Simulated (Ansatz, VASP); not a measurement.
# One calculation of CoO, two programs

```
CELL_PARAMETERS angstrom
0.00000 2.17330 2.17330
2.17330 0.00000 2.17330
2.17330 2.17330 0.00000
ATOMIC_POSITIONS crystal
Co 0.00000 0.00000 0.00000
O 0.50000 0.50000 0.50000
```

Change from the starting cell: volume scaled by 1.06.

Alike in both runs: task single point; functional PBEsol; k mesh 16 × 16 × 16; occupations fermi-dirac, width 0.05 eV; collinear spin.

```csv
,VASP,Ansatz
version,VASP 6.6.1,Ansatz 0.2.0
potentials or method,"VASP PAW PBE potentials, release 64 (Co, O), cutoff 600 eV","all-electron LAPW, scalar-relativistic"
```

|  | VASP | Ansatz | Ansatz less VASP |
| --- | --- | --- | --- |
| pressure (GPa) | -19.2 | -18.9 | +0.34 |
| net moment per atom (μB) | 1.50 | 1.50 | +0.001 |
| size of the moment on the site where the two differ most (μB) | 2.61 | 2.63 | +0.026 |

VASP's potentials were made for PBE, not for PBEsol. Site moments also hang on the region over which each program counts them. Ansatz ran all-electron here, and VASP with PAW potentials.
